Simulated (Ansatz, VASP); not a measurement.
## Pd: VASP beside Ansatz

```
Pd
1.0
     0.00000    1.92825    1.92825
     1.92825    0.00000    1.92825
     1.92825    1.92825    0.00000
Pd
1
Direct
  0.00000 0.00000 0.00000
```

Alike in both runs: functional PBEsol; dispersion D4; k mesh 18 × 18 × 18; occupations gaussian, width 0.1 eV; no spin polarisation.

Ansatz relaxed the structure, and its values are those at the end. VASP's run is a single point on that final structure, the one shown.

|  | VASP | Ansatz |
| --- | --- | --- |
| version | VASP 6.6.1 | Ansatz 0.2.0 |
| potentials or method | VASP PAW PBE potentials, release 64 (Pd), cutoff 500 eV | scalar-relativistic, plane waves, PAW |
| valence electrons in the cell | 10 | 18 |

Ansatz gave:

- gap on the k mesh at the Fermi level (eV): none
- pressure (GPa): 0.0

Question: Estimate VASP's values.

Answer: gap on the k mesh at the Fermi level (eV): none; pressure (GPa): -0.3.

VASP's potentials were made for PBE, not for PBEsol, and Ansatz warns of the same on its side. A gap of «none» marks a metal or a gap that the smearing closes. VASP's potentials hold 10 valence electrons a cell and Ansatz's 18, so a difference there can come from the potentials and not from the codes.
